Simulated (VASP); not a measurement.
# Pt (Fm-3m) in VASP: single point with PBE

Aim: the single point of Pt with PBE.

All numbers are computed with VASP 6.6.1; they aren't measurements. Logs are shortened: lines on timing, memory, paths and dates and some standing lists are left out, and cuts for length are marked.

## (1) The cell of the first run

It takes space group Fm-3m (No. 225, cubic). The conventional cell has a = 4.120 Å, b = 4.120 Å, c = 4.120 Å, α = 90.00°, β = 90.00°, γ = 90.00°. Within 3.8 Å of Pt (site symmetry m-3m) lie 12 Pt at 2.91 Å.

## (2) Single point, PBE

Contents of INCAR:

```
PREC = Accurate
ENCUT = 500
EDIFF = 1E-6
ISMEAR = -1
SIGMA = 0.0256
LREAL = F
LASPH = T
NELM = 120
ALGO = Normal
ISIF = 2
LWAVE = F
LCHARG = F
GGA = PE
NBANDS = 11
GGA_COMPAT = F
```

Contents of KPOINTS:

```
regular mesh
0
Gamma
  14 14 14
```

Contents of POSCAR:

```
Pt
1.0
    0.0000000000      2.0600920000      2.0600920000
    2.0600920000      0.0000000000      2.0600920000
    2.0600920000      2.0600920000      0.0000000000
Pt
1
Direct
    0.0000000000      0.0000000000      0.0000000000
```

Potentials or basis: VASP PAW PBE potentials, release 64 (Pt).

Started as:

```console
$ cat potpaw_PBE.64/Pt/POTCAR > POTCAR
$ mpirun -np 1 vasp_std > vasp.out
```

OUTCAR:

```text
PREC = Accurate
   ENCUT = 500
   EDIFF = 1E-6
   ISMEAR = -1
   LREAL = F
   LASPH = T
   NELM = 120
   ISIF = 2
   GGA = PE

 ion  position               nearest neighbor table
   1  0.000  0.000  0.000-

  LATTYP: Found a face centered cubic cell.
 ALAT       =     4.1201840000

  Lattice vectors:

 A1 = (   0.0000000000,   2.0600920000,   2.0600920000)
 A2 = (   2.0600920000,   0.0000000000,   2.0600920000)
 A3 = (   2.0600920000,   2.0600920000,   0.0000000000)

Analysis of symmetry for initial positions (statically):
[... 6 lines left out ...]

 Subroutine GETGRP returns: Found 48 space group operations
 (whereof 48 operations were pure point group operations)
 out of a pool of 48 trial point group operations.

The static configuration has the point symmetry O_h .

Analysis of symmetry for dynamics (positions and initial velocities):
[... 6 lines left out ...]

 Subroutine GETGRP returns: Found 48 space group operations
 (whereof 48 operations were pure point group operations)
 out of a pool of 48 trial point group operations.

The dynamic configuration has the point symmetry O_h .

 Subroutine INISYM returns: Found 48 space group operations
 (whereof 48 operations are pure point group operations),
 and found     1 'primitive' translations

----------------------------------------------------------------------------------------

                                     Primitive cell

  volume of cell :      17.4860

  direct lattice vectors                    reciprocal lattice vectors
     0.000000000  2.060092000  2.060092000    -0.242707607  0.242707607  0.242707607
     2.060092000  0.000000000  2.060092000     0.242707607 -0.242707607  0.242707607
     2.060092000  2.060092000  0.000000000     0.242707607  0.242707607 -0.242707607

  length of vectors
     2.913410046  2.913410046  2.913410046     0.420381907  0.420381907  0.420381907

  position of ions in fractional coordinates (direct lattice)
     0.000000000  0.000000000  0.000000000

  ion indices of the primitive-cell ions
   primitive index   ion index
                 1           1

----------------------------------------------------------------------------------------

 KPOINTS: regular mesh

Automatic generation of k-mesh.
 Grid dimensions read from file:
 generate k-points for:   14   14   14

 Generating k-lattice:

  Cartesian coordinates                     Fractional coordinates (reciprocal lattice)
    -0.017336258  0.017336258  0.017336258     0.071428571  0.000000000  0.000000000
     0.017336258 -0.017336258  0.017336258     0.000000000  0.071428571  0.000000000
     0.017336258  0.017336258 -0.017336258     0.000000000  0.000000000  0.071428571

  Length of vectors
     0.030027279  0.030027279  0.030027279

  Shift w.r.t. Gamma in fractional coordinates (k-lattice)
     0.000000000  0.000000000  0.000000000

 Subroutine IBZKPT returns following result:
 ===========================================

 Found    104 irreducible k-points:

 Following reciprocal coordinates:
            Coordinates               Weight
  0.000000  0.000000  0.000000      1.000000
  0.071429  0.000000  0.000000      8.000000
  0.142857  0.000000  0.000000      8.000000
  0.214286  0.000000  0.000000      8.000000
  0.285714  0.000000  0.000000      8.000000
  0.357143  0.000000  0.000000      8.000000
[... 16 lines left out ...]
  0.214286  0.142857  0.000000     24.000000
  0.285714  0.142857  0.000000     24.000000
 [... further k-points ...]
   k-points           NKPTS =    104   k-points in BZ     NKDIM =    104   number of bands    NBANDS=     11
   number of dos      NEDOS =    301   number of ions     NIONS =      1
   total plane-waves  NPLWV =  13824
   dimension x,y,z NGX =    24 NGY =   24 NGZ =   24
   dimension x,y,z NGXF=    48 NGYF=   48 NGZF=   48
   ions per type =               1
   NGX,Y,Z   is equivalent  to a cutoff of  13.69, 13.69, 13.69 a.u.
   NGXF,Y,Z  is equivalent  to a cutoff of  27.39, 27.39, 27.39 a.u.
 SYSTEM =  unknown system
   PREC   = accura    normal or accurate (medium, high low for compatibility)
   ISTART =      0    job   : 0-new  1-cont  2-samecut
   ICHARG =      2    charge: 1-file 2-atom 10-const
   ISPIN  =      1    spin polarized calculation?
   LNONCOLLINEAR =      F non collinear calculations
   LSORBIT =      F    spin-orbit coupling
   LASPH  =      T    aspherical Exc in radial PAW
   ENCUT  =  500.0 eV  36.75 Ry    6.06 a.u.   5.31  5.31  5.31*2*pi/ulx,y,z
   NELM   =    120;   NELMIN=  2; NELMDL= -5     # of ELM steps
   EDIFF  = 0.1E-05   stopping-criterion for ELM
   LREAL  =      F    real-space projection
   EDIFFG = 0.1E-04   stopping-criterion for IOM
   NSW    =      0    number of steps for IOM
   IBRION =     -1    ionic relax: 0-MD 1-quasi-New 2-CG
   NFREE  =      0    steps in history (QN), initial steepest desc. (CG)
   ISIF   =      2    stress and relaxation
   ISYM   =      2    0-nonsym 1-usesym 2-fastsym
   POTIM  = 0.5000    time-step for ionic-motion
   TEBEG  =    0.0;   TEEND  =   0.0 temperature during run
   PSTRESS=    0.0 pullay stress
   NELECT =      10.0000    total number of electrons
   NUPDOWN=      -1.0000    fix difference up-down
   EMIN   =  10.00;   EMAX   =-10.00  energy-range for DOS
   EFERMI =   0.00;   METHOD = LEGACY
   ISMEAR =    -1;   SIGMA  =   0.03  broadening in eV -4-tet -1-fermi 0-gaus
   EFERMI_NEDOS =   21; number of points for ismear=-14 and -15
   IALGO  =     38    algorithm
   IMIX   =      4    mixing-type and parameters
     AMIX     =   0.40;   BMIX     =  1.00
     AMIX_MAG =   1.60;   BMIX_MAG =  1.00
  volume/ion in A,a.u.               =      17.49       118.00
  Fermi-wavevector in a.u.,A,eV,Ry     =   1.358871  2.567894 25.123570  1.846530
  Thomas-Fermi vector in A             =   2.485667
   LORBIT       =      0    0 simple, 1 ext, 2 COOP (PROOUT), +10 PAW based schemes
   GGA     = PE    functional components
   LHFCALC =     F    Hartree Fock is set to
   AEXX    =    0.0000 exact exchange contribution
   IVDW    =     0    specifies the selected vdW correction
   LEPSILON=     F    determine dielectric tensor
   LRPA    =     F    only Hartree local field effects (RPA)
 non-spin polarized calculation
  energy-cutoff  :      500.00
  volume of cell :       17.49
 maximum number of plane-waves:       459
 NGX is ok and might be reduce to    24
   NGX = 11   NGY = 11   NGZ = 11

 number of electron      10.0000001 magnetization

 Free energy of the ion-electron system (eV)
  ---------------------------------------------------
  ext. energy  EPLUGINS =         0.00000000
  ---------------------------------------------------
  free energy    TOTEN  =        -5.96972646 eV

  energy without entropy =       -5.96489398  energy(sigma->0) =       -5.96731022

 E-fermi :   8.6103     XC(G=0): -12.6153

 val. band max:        8.6053480266   @ k =   0.5000   0.3571   0.0714
 cond. band min:       8.6143629284   @ k =   0.4286   0.1429   0.0000
 fundamental gap:      0.0090149018
 Fermi energy:         8.6103113739

 k-point     1 :       0.0000    0.0000    0.0000
  band No.  band energies     occupation
      1      -0.0158      2.00000
      2       5.6629      2.00000
      3       5.6629      2.00000
      4       5.6629      2.00000
      5       7.3487      2.00000
      6       7.3487      2.00000
      7      23.5656      0.00000
      8      27.7110      0.00000
      9      27.7110      0.00000
     10      27.7110      0.00000
     11      32.5478      0.00000

 k-point     2 :       0.0714    0.0000    0.0000
  band No.  band energies     occupation
      1       0.1620      2.00000
      2       5.5952      2.00000
      3       5.7278      2.00000
      4       5.7278      2.00000
      5       7.3170      2.00000
      6       7.3170      2.00000
      7      23.8028      0.00000
      8      26.6864      0.00000
      9      27.9482      0.00000
     10      27.9482      0.00000
     11      33.4349      0.00000

 k-point     3 :       0.1429    0.0000    0.0000
  band No.  band energies     occupation
      1       0.6713      2.00000
      2       5.4401      2.00000
      3       5.8786      2.00000
      4       5.8786      2.00000
      5       7.2729      2.00000
      6       7.2729      2.00000
      7      24.2203      0.00000
      8      24.8524      0.00000
      9      28.6020      0.00000
     10      28.6020      0.00000
     11      32.3581      0.00000

 k-point     4 :       0.2143    0.0000    0.0000
  band No.  band energies     occupation
      1       1.4174      2.00000
      2       5.3463      2.00000
      3       5.9776      2.00000
      4       5.9776      2.00000
      5       7.3662      2.00000
      6       7.3662      2.00000
      7      22.2593      0.00000
      8      24.8807      0.00000
      9      29.4026      0.00000
     10      29.4026      0.00000
     11      30.9604      0.00000

 k-point     5 :       0.2857    0.0000    0.0000
  band No.  band energies     occupation
      1       2.1633      2.00000
      2       5.5952      2.00000
      3       5.9199      2.00000
      4       5.9199      2.00000
      5       7.6958      2.00000
      6       7.6958      2.00000
      7      19.6789      0.00000
      8      24.5032      0.00000
      9      29.2329      0.00000
     10      29.2329      0.00000
     11      31.3515      0.00000
[... 211 lines left out ...]
 k-point    21 :      -0.0714    0.0714    0.0000
  band No.  band energies     occupation
      1       0.4518      2.00000
      2       5.4701      2.00000
      3       5.8196      2.00000
      4       5.8575      2.00000
      5       7.1671      2.00000
      6       7.3882      2.00000
      7      24.1549      0.00000
      8      25.7688      0.00000
      9      27.5453      0.00000
     10      28.6979      0.00000
     11      33.0314      0.00000

 k-point    22 :       0.1429    0.1429    0.0000
  band No.  band energies     occupation
      1       0.9065      2.00000
      2       5.1604      2.00000
      3       6.1106      2.00000
      4       6.1106      2.00000
      5       6.8149      2.00000
      6       7.5683      2.00000
      7      24.7947      0.00000
      8      26.0820      0.00000
      9      27.0510      0.00000
     10      27.0510      0.00000
     11      33.0657      0.00000

 k-point    23 :       0.2143    0.1429    0.0000
  band No.  band energies     occupation
      1       1.4825      2.00000
      2       4.9464      2.00000
      3       6.2135      2.00000
      4       6.3193      2.00000
      5       6.7779      2.00000
      6       7.6976      2.00000
      7      24.3155      0.00000
      8      25.4314      0.00000
      9      26.5607      0.00000
     10      27.5469      0.00000
     11      30.9664      0.00000

 k-point    24 :       0.2857    0.1429    0.0000
  band No.  band energies     occupation
      1       2.2349      2.00000
      2       4.8345      2.00000
      3       5.9611      2.00000
      4       6.4036      2.00000
      5       7.2991      2.00000
      6       7.9550      2.00000
      7      21.8033      0.00000
      8      25.4456      0.00000
      9      26.0468      0.00000
     10      27.7890      0.00000
     11      30.6863      0.00000

 [... further k-points ...]
[... 5 lines left out ...]
  --------------------------------------------------------------------------------------
  -------------------------------------------------------------------------------------
  Total       -2.2633771     -2.2633771     -2.2633771     -0.0000000     -0.0000000     -0.0000000
  in kB     -207.3851540   -207.3851540   -207.3851540     -0.0000000     -0.0000000     -0.0000000
  external PRESSURE =    -207.3851540 kB  Pullay stress =       0.0000000 kB

 VOLUME and BASIS-vectors are now :
 -----------------------------------------------------------------------------
  energy-cutoff  :      500.00
  volume of cell :       17.49
      direct lattice vectors                 reciprocal lattice vectors
     0.000000000  2.060092000  2.060092000    -0.242707607  0.242707607  0.242707607
     2.060092000  0.000000000  2.060092000     0.242707607 -0.242707607  0.242707607
     2.060092000  2.060092000  0.000000000     0.242707607  0.242707607 -0.242707607

 POSITION                                       TOTAL-FORCE (eV/Angst)
 -----------------------------------------------------------------------------------
      0.00000      0.00000      0.00000        -0.000000      0.000000      0.000000
 -----------------------------------------------------------------------------------
    total drift:                               -0.000000      0.000000     -0.000000

  FREE ENERGIE OF THE ION-ELECTRON SYSTEM (eV)
  ---------------------------------------------------
  free  energy   TOTEN  =        -5.9697264585 eV

  energy  without entropy=       -5.9648939836  energy(sigma->0) =       -5.96731022
```

Wall time 12 s (1 thread of Intel Xeon 6975P-C, shared host); peak memory 0.15 GiB.

Results:

| Property | Result |
| --- | --- |
| Free energy | -5.9697 eV |
| Pressure | -20.7 GPa |
| Band gap on the k mesh | zero (band 5 reaches 8.99 eV, above the bottom of band 6 at 7.27 eV) |

Caveat: spin-orbit coupling is left out, which moves the levels of the heavy elements.
